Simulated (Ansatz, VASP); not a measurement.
## Cr: VASP beside Ansatz

```
Cr
1.0
     0.00000    2.95996    0.00000
     2.95996    0.00000    0.00000
     2.95996    2.95996   -2.95996
Cr
2
Direct
  0.00000 0.00000 0.00000
  0.00000 0.00000 0.50000
```

Alike in both runs: task single point; functional r2SCAN; k mesh 20 × 20 × 10; occupations gaussian, width 0.05 eV; collinear spin.

|  | VASP | Ansatz |
| --- | --- | --- |
| version | VASP 6.6.1 | Ansatz 0.2.0 |
| potentials or method | VASP PAW PBE potentials, release 64 (Cr_pv), cutoff 520 eV | scalar-relativistic, plane waves, PAW |
| valence electrons in the cell | 24 | 28 |

Ansatz gave:

```
gap on the k mesh at the Fermi level (eV)                     : none
pressure (GPa)                                                : 0.0
net moment per atom (μB)                                      : 0.00
size of the moment on the site where the two differ most (μB) : 2.50
```

Problem. What did VASP give for the same quantities?

Solution. gap on the k mesh at the Fermi level (eV): none; pressure (GPa): 0.5; net moment per atom (μB): 0.00; size of the moment on the site where the two differ most (μB): 2.68.

VASP's potentials were made for PBE, not for r2SCAN. Site moments also hang on the region over which each program counts them. A gap of «none» marks a metal or a gap that the smearing closes. VASP's potentials hold 24 valence electrons a cell and Ansatz's 28, so a difference there can come from the potentials and not from the codes. Ansatz's warnings: stability check not made.
